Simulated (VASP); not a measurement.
# Ga2O3 (Cmcm) in VASP: single point with LDA

Aim: the single point of Ga2O3 with LDA.

Program: VASP 6.6.1. These are calculated values, not measurements. Logs are shortened: lines on timing, memory, paths and dates and some standing lists are left out, and cuts for length are marked.

## 1. The cell of the first run

The structure is orthorhombic, space group Cmcm (No. 63). The conventional cell has a = 2.763 Å, b = 9.183 Å, c = 7.052 Å, α = 90.00°, β = 90.00°, γ = 90.00°. Ga (site symmetry m2m) has 8 O at 1.93 to 2.51 Å within 2.6 Å. Within 2.6 Å of Ga (site symmetry 2/m) lie 6 O at 1.95 to 2.01 Å. O (site symmetry m) has 5 Ga at 1.95 to 2.51 Å and 11 O at 2.48 to 2.90 Å within 3.0 Å. Within 3.0 Å of O (site symmetry m2m) lie 4 Ga at 1.93 to 2.01 Å and 12 O at 2.67 to 2.90 Å.

## 2. Single point, LDA

Input file INCAR:

```
PREC     = Accurate       # precision mode
ENCUT    = 520            # plane-wave cutoff, eV
EDIFF    = 1E-6           # SCF threshold, eV
ISMEAR   = 0              # smearing method
SIGMA    = 0.02           # smearing width, eV
LREAL    = F              # projectors in reciprocal space
LASPH    = T              # aspherical terms in the spheres
NELM     = 80             # most SCF steps
ALGO     = Normal         # electronic algorithm
ISIF     = 2              # what is computed and relaxed
LWAVE    = F              # write WAVECAR
LCHARG   = F              # write CHGCAR
GGA      = CA             # functional
NBANDS   = 55             # bands
```

Input file KPOINTS:

```
Automatic mesh
0
Gamma
  10 10 4
```

Input file POSCAR:

```
Ga2O3
1.0
    1.3813981015     -4.5912702281      0.0000000000
    1.3813981015      4.5912702281      0.0000000000
    0.0000000000      0.0000000000      7.0518798366
Ga O
4 6
Direct
    0.2486493975      0.7513506025      0.7500000000
    0.7513506025      0.2486493975      0.2500000000
    0.0000000000      0.0000000000      0.0000000000
    0.0000000000      0.0000000000      0.5000000000
    0.3613811279      0.6386188721      0.4259544250
    0.6386188721      0.3613811279      0.5740455750
    0.6386188721      0.3613811279      0.9259544250
    0.3613811279      0.6386188721      0.0740455750
    0.1045231181      0.8954768819      0.2500000000
    0.8954768819      0.1045231181      0.7500000000
```

Potentials or basis: VASP PAW LDA potentials, release 64 (Ga_d, O).

Launch:

```
cat potpaw_LDA.64/Ga_d/POTCAR potpaw_LDA.64/O/POTCAR > POTCAR
mpirun -np 1 vasp_std > vasp.out
```

OUTCAR:

```text
PREC = Accurate
   ENCUT = 520
   EDIFF = 1E-6
   ISMEAR = 0
   LREAL = F
   LASPH = T
   NELM = 80
   ISIF = 2
   GGA = CA

 ion  position               nearest neighbor table
   1  0.249  0.751  0.750-  10 1.93  10 1.93   7 2.11   6 2.11   6 2.11   7 2.11   4 2.88   3 2.88

   2  0.751  0.249  0.250-   9 1.93   9 1.93   5 2.11   5 2.11   8 2.11   8 2.11   4 2.88   3 2.88

   3  0.000  0.000  0.000-   7 1.95   8 1.95   7 1.95   8 1.95   9 2.01  10 2.01   1 2.88   2 2.88

   4  0.000  0.000  0.500-   6 1.95   5 1.95   6 1.95   5 1.95   9 2.01  10 2.01   1 2.88   2 2.88

   5  0.361  0.639  0.426-   4 1.95   4 1.95   2 2.11   2 2.11
   6  0.639  0.361  0.574-   4 1.95   4 1.95   1 2.11   1 2.11
   7  0.639  0.361  0.926-   3 1.95   3 1.95   1 2.11   1 2.11
   8  0.361  0.639  0.074-   3 1.95   3 1.95   2 2.11   2 2.11
   9  0.105  0.895  0.250-   2 1.93   2 1.93   4 2.01   3 2.01
  10  0.895  0.105  0.750-   1 1.93   1 1.93   4 2.01   3 2.01

  LATTYP: Found a base centered orthorhombic cell.
 ALAT       =     2.7627962030
 B/A-ratio  =     3.3236401752
 C/A-ratio  =     2.5524430028

  Lattice vectors:

 A1 = (   1.3813981015,  -4.5912702281,   0.0000000000)
 A2 = (   1.3813981015,   4.5912702281,   0.0000000000)
 A3 = (   0.0000000000,   0.0000000000,   7.0518798366)

Analysis of symmetry for initial positions (statically):
=====================================================================
 Subroutine PRICEL returns:
 Original cell was already a primitive cell.

 Routine SETGRP: Setting up the symmetry group for a
 base centered orthorhombic supercell.

 Subroutine GETGRP returns: Found  8 space group operations
 (whereof  4 operations were pure point group operations)
 out of a pool of  8 trial point group operations.

The static configuration has the point symmetry C_2h.
 The point group associated with its full space group is D_2h.

Analysis of symmetry for dynamics (positions and initial velocities):
=====================================================================
 Subroutine PRICEL returns:
 Original cell was already a primitive cell.

 Routine SETGRP: Setting up the symmetry group for a
 base centered orthorhombic supercell.

 Subroutine GETGRP returns: Found  8 space group operations
 (whereof  4 operations were pure point group operations)
 out of a pool of  8 trial point group operations.

The dynamic configuration has the point symmetry C_2h.
 The point group associated with its full space group is D_2h.

 Subroutine INISYM returns: Found  8 space group operations
 (whereof  4 operations are pure point group operations),
 and found     1 'primitive' translations

----------------------------------------------------------------------------------------

                                     Primitive cell

  volume of cell :      89.4513

  direct lattice vectors                    reciprocal lattice vectors
     1.381398102 -4.591270228  0.000000000     0.361952141 -0.108902324  0.000000000
     1.381398102  4.591270228  0.000000000     0.361952141  0.108902324  0.000000000
     0.000000000  0.000000000  7.051879837     0.000000000  0.000000000  0.141806160

  length of vectors
     4.794582674  4.794582674  7.051879837     0.377980249  0.377980249  0.141806160

  position of ions in fractional coordinates (direct lattice)
     0.248649398  0.751350602  0.750000000
     0.751350602  0.248649398  0.250000000
     0.000000000  0.000000000  0.000000000
     0.000000000  0.000000000  0.500000000
     0.361381128  0.638618872  0.425954425
     0.638618872  0.361381128  0.574045575
     0.638618872  0.361381128  0.925954425
     0.361381128  0.638618872  0.074045575
     0.104523118  0.895476882  0.250000000
     0.895476882  0.104523118  0.750000000

  ion indices of the primitive-cell ions
   primitive index   ion index
                 1           1
                 2           2
                 3           3
                 4           4
                 5           5
                 6           6
                 7           7
                 8           8
                 9           9
                10          10

----------------------------------------------------------------------------------------

 KPOINTS: Automatic mesh

Automatic generation of k-mesh.
 Grid dimensions read from file:
 generate k-points for:   10   10    4

 Generating k-lattice:

  Cartesian coordinates                     Fractional coordinates (reciprocal lattice)
     0.036195214 -0.010890232  0.000000000     0.100000000  0.000000000  0.000000000
     0.036195214  0.010890232  0.000000000     0.000000000  0.100000000  0.000000000
     0.000000000  0.000000000  0.035451540     0.000000000  0.000000000  0.250000000

  Length of vectors
     0.037798025  0.037798025  0.035451540

  Shift w.r.t. Gamma in fractional coordinates (k-lattice)
     0.000000000  0.000000000  0.000000000

 Subroutine IBZKPT returns following result:
 ===========================================

 Found     93 irreducible k-points:

 Following reciprocal coordinates:
            Coordinates               Weight
  0.000000  0.000000  0.000000      1.000000
  0.100000 -0.000000  0.000000      4.000000
  0.200000 -0.000000  0.000000      4.000000
  0.300000 -0.000000  0.000000      4.000000
  0.400000 -0.000000  0.000000      4.000000
  0.500000 -0.000000  0.000000      2.000000
[... 16 lines left out ...]
  0.300000  0.300000  0.000000      2.000000
  0.400000  0.300000  0.000000      4.000000
 [... further k-points ...]
   k-points           NKPTS =     93   k-points in BZ     NKDIM =     93   number of bands    NBANDS=     55
   number of dos      NEDOS =    301   number of ions     NIONS =     10
   total plane-waves  NPLWV =  69984
   dimension x,y,z NGX =    36 NGY =   36 NGZ =   54
   dimension x,y,z NGXF=    72 NGYF=   72 NGZF=  108
   ions per type =               4   6
   NGX,Y,Z   is equivalent  to a cutoff of  12.48, 12.48, 12.73 a.u.
   NGXF,Y,Z  is equivalent  to a cutoff of  24.97, 24.97, 25.46 a.u.
 SYSTEM =  unknown system
   PREC   = accura    normal or accurate (medium, high low for compatibility)
   ISTART =      0    job   : 0-new  1-cont  2-samecut
   ICHARG =      2    charge: 1-file 2-atom 10-const
   ISPIN  =      1    spin polarized calculation?
   LNONCOLLINEAR =      F non collinear calculations
   LSORBIT =      F    spin-orbit coupling
   LASPH  =      T    aspherical Exc in radial PAW
   ENCUT  =  520.0 eV  38.22 Ry    6.18 a.u.   8.91  8.91 13.11*2*pi/ulx,y,z
   NELM   =     80;   NELMIN=  2; NELMDL= -5     # of ELM steps
   EDIFF  = 0.1E-05   stopping-criterion for ELM
   LREAL  =      F    real-space projection
   EDIFFG = 0.1E-04   stopping-criterion for IOM
   NSW    =      0    number of steps for IOM
   IBRION =     -1    ionic relax: 0-MD 1-quasi-New 2-CG
   NFREE  =      0    steps in history (QN), initial steepest desc. (CG)
   ISIF   =      2    stress and relaxation
   ISYM   =      2    0-nonsym 1-usesym 2-fastsym
   POTIM  = 0.5000    time-step for ionic-motion
   TEBEG  =    0.0;   TEEND  =   0.0 temperature during run
   PSTRESS=    0.0 pullay stress
   NELECT =      88.0000    total number of electrons
   NUPDOWN=      -1.0000    fix difference up-down
   EMIN   =  10.00;   EMAX   =-10.00  energy-range for DOS
   EFERMI =   0.00;   METHOD = LEGACY
   ISMEAR =     0;   SIGMA  =   0.02  broadening in eV -4-tet -1-fermi 0-gaus
   EFERMI_NEDOS =   21; number of points for ismear=-14 and -15
   IALGO  =     38    algorithm
   IMIX   =      4    mixing-type and parameters
     AMIX     =   0.40;   BMIX     =  1.00
     AMIX_MAG =   1.60;   BMIX_MAG =  1.00
  volume/ion in A,a.u.               =       8.95        60.36
  Fermi-wavevector in a.u.,A,eV,Ry     =   1.628197  3.076845 36.069375  2.651024
  Thomas-Fermi vector in A             =   2.720867
   LORBIT       =      0    0 simple, 1 ext, 2 COOP (PROOUT), +10 PAW based schemes
   GGA     = CA    functional components
   LHFCALC =     F    Hartree Fock is set to
   AEXX    =    0.0000 exact exchange contribution
   IVDW    =     0    specifies the selected vdW correction
   LEPSILON=     F    determine dielectric tensor
   LRPA    =     F    only Hartree local field effects (RPA)
 non-spin polarized calculation
 Gauss-broadening in eV      SIGMA  =   0.02
  energy-cutoff  :      520.00
  volume of cell :       89.45
 maximum number of plane-waves:      2442
   NGX = 17   NGY = 17   NGZ = 27

 number of electron      88.0000006 magnetization

 Free energy of the ion-electron system (eV)
  ---------------------------------------------------
  ext. energy  EPLUGINS =         0.00000000
  ---------------------------------------------------
  free energy    TOTEN  =       -65.78469784 eV

  energy without entropy =      -65.78469784  energy(sigma->0) =      -65.78469784

 E-fermi :   6.0180     XC(G=0): -13.3103

 val. band max:        5.9150107890   @ k =   0.1000  -0.0000   0.0000
 cond. band min:       7.7181589427   @ k =   0.0000   0.0000   0.0000
 fundamental gap:      1.8031481536
 Fermi energy:         6.0179653705

 k-point     1 :       0.0000    0.0000    0.0000
  band No.  band energies     occupation
      1     -13.9670      2.00000
      2     -12.5477      2.00000
      3     -12.4612      2.00000
      4     -11.6791      2.00000
      5     -11.5557      2.00000
      6     -10.9685      2.00000
[... 47 lines left out ...]
     54      16.5023      0.00000
     55      18.6252      0.00000

 k-point     2 :       0.1000   -0.0000    0.0000
  band No.  band energies     occupation
      1     -13.8391      2.00000
      2     -12.4801      2.00000
      3     -12.3576      2.00000
      4     -11.6685      2.00000
      5     -11.5776      2.00000
      6     -10.9978      2.00000
[... 47 lines left out ...]
     54      16.7241      0.00000
     55      18.6213      0.00000
[... 1216 lines left out ...]
     54      16.2526      0.00000
     55      17.0571      0.00000

 k-point    24 :       0.4000    0.3000    0.0000
  band No.  band energies     occupation
      1     -12.5254      2.00000
      2     -12.3490      2.00000
      3     -11.7797      2.00000
      4     -11.6785      2.00000
      5     -11.4739      2.00000
      6     -11.3247      2.00000
[... 47 lines left out ...]
     54      16.8896      0.00000
     55      17.1074      0.00000

 [... further k-points ...]

------------------------ aborting loop because EDIFF is reached ----------------------------------------

  FORCE on cell =-STRESS in cart. coord.  units (eV):
  Direction    XX          YY          ZZ          XY          YZ          ZX
  --------------------------------------------------------------------------------------
  -------------------------------------------------------------------------------------
  Total        1.3312092      1.1587296      0.5955441      0.0000000     -0.0000000      0.0000000
  in kB       23.8435153     20.7542034     10.6668921      0.0000000     -0.0000000      0.0000000
  external PRESSURE =      18.4215369 kB  Pullay stress =       0.0000000 kB

 VOLUME and BASIS-vectors are now :
 -----------------------------------------------------------------------------
  energy-cutoff  :      520.00
  volume of cell :       89.45
      direct lattice vectors                 reciprocal lattice vectors
     1.381398102 -4.591270228  0.000000000     0.361952141 -0.108902324  0.000000000
     1.381398102  4.591270228  0.000000000     0.361952141  0.108902324  0.000000000
     0.000000000  0.000000000  7.051879837     0.000000000  0.000000000  0.141806160

 POSITION                                       TOTAL-FORCE (eV/Angst)
 -----------------------------------------------------------------------------------
      1.38140      2.30804      5.28891         0.000000      0.061708      0.000000
      1.38140     -2.30804      1.76297         0.000000     -0.061708      0.000000
      0.00000      0.00000      0.00000        -0.000000     -0.000000      0.000000
      0.00000      0.00000      3.52594         0.000000     -0.000000      0.000000
      1.38140      1.27287      3.00378         0.000000      0.073560     -0.015411
      1.38140     -1.27287      4.04810         0.000000     -0.073560      0.015411
      1.38140     -1.27287      6.52972         0.000000     -0.073560     -0.015411
      1.38140      1.27287      0.52216         0.000000      0.073560      0.015411
      1.38140      3.63148      1.76297         0.000000      0.078473      0.000000
      1.38140     -3.63148      5.28891         0.000000     -0.078473      0.000000
 -----------------------------------------------------------------------------------
    total drift:                                0.000000      0.000000     -0.000000

  FREE ENERGIE OF THE ION-ELECTRON SYSTEM (eV)
  ---------------------------------------------------
  free  energy   TOTEN  =       -65.7846978426 eV

  energy  without entropy=      -65.7846978426  energy(sigma->0) =      -65.78469784
```

Run time: 6.5 min. Hardware: 1 thread of Intel Xeon Platinum 8488C (Sapphire Rapids), shared host; peak memory 0.43 GiB.

What came out:

| Item | Value |
| --- | --- |
| Free energy | -65.7847 eV |
| Pressure | 1.8 GPa |
| Largest force | 0.078 eV/Å |
| Band gap on the k mesh | 1.80 eV (least direct gap 1.85 eV) |

Forces in eV/Å, atoms in the order of the input:
```
Ga   0.000  0.062  0.000
Ga   0.000 -0.062  0.000
Ga   0.000  0.000  0.000
Ga   0.000  0.000  0.000
O    0.000  0.074 -0.015
O    0.000 -0.074  0.015
O    0.000 -0.074 -0.015
O    0.000  0.074  0.015
O    0.000  0.078  0.000
O    0.000 -0.078  0.000
```

Levels at points of the mesh, in eV from the valence-band top:
```tsv
k point	band 42	band 43	band 44	band 45	band 46	band 47
(0.00, 0.00, 0.00)	-0.91	-0.55	-0.05	1.80	4.44	6.47
(0.50, 0.00, 0.00)	-0.95	-0.86	-0.77	3.06	4.43	6.69
(0.50, 0.50, 0.00)	-0.64	-0.50	-0.49	4.23	4.39	5.64
(0.00, 0.00, 0.50)	-0.90	-0.90	-0.90	3.59	3.59	6.77
(0.50, 0.00, 0.50)	-1.07	-0.39	-0.39	4.20	4.20	6.75
(0.50, 0.50, 0.50)	-0.81	-0.68	-0.68	4.67	4.67	5.98
```

A k mesh can miss the band edges.
